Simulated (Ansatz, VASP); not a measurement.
## AlGa2As3 in VASP and in Ansatz

```
Al Ga As
1.0
     6.42783    0.00000    0.00000
    -3.21391    5.56666    0.00000
     0.00000    0.00000    3.84109
Al Ga As
1 2 3
Direct
  0.00000 0.00000 0.00000
  0.33333 0.66667 0.00000
  0.66667 0.33333 0.00000
  0.50000 0.00000 0.50000
  0.50000 0.50000 0.50000
  0.00000 0.50000 0.50000
```

Change from the starting cell: species swapped into the CeB2Ir3 type (P6/mmm, No. 191).

Alike in both runs: functional PBE; k mesh 6 × 6 × 10; occupations gaussian, width 0.1 eV; no spin polarisation.

Ansatz relaxed the structure, and its values are those at the end. VASP's run is a single point on that final structure, the one shown.

|  | VASP | Ansatz |
| --- | --- | --- |
| version | VASP 6.6.1 | Ansatz 0.2.0 |
| potentials or method | VASP PAW PBE potentials, release 64 (Al, Ga_d, As), cutoff 520 eV | scalar-relativistic, plane waves, PAW |
| valence electrons in the cell | 44 | 74 |

```csv
,VASP,Ansatz,Ansatz less VASP
gap on the k mesh at the Fermi level (eV),none,none,-
pressure (GPa),0.1,0.0,-0.09
```

A gap of «none» marks a metal or a gap that the smearing closes. The functional is the same, so the differences come from potentials, cutoffs and numerics. VASP's potentials hold 44 valence electrons a cell and Ansatz's 74, so a difference there can come from the potentials and not from the codes.
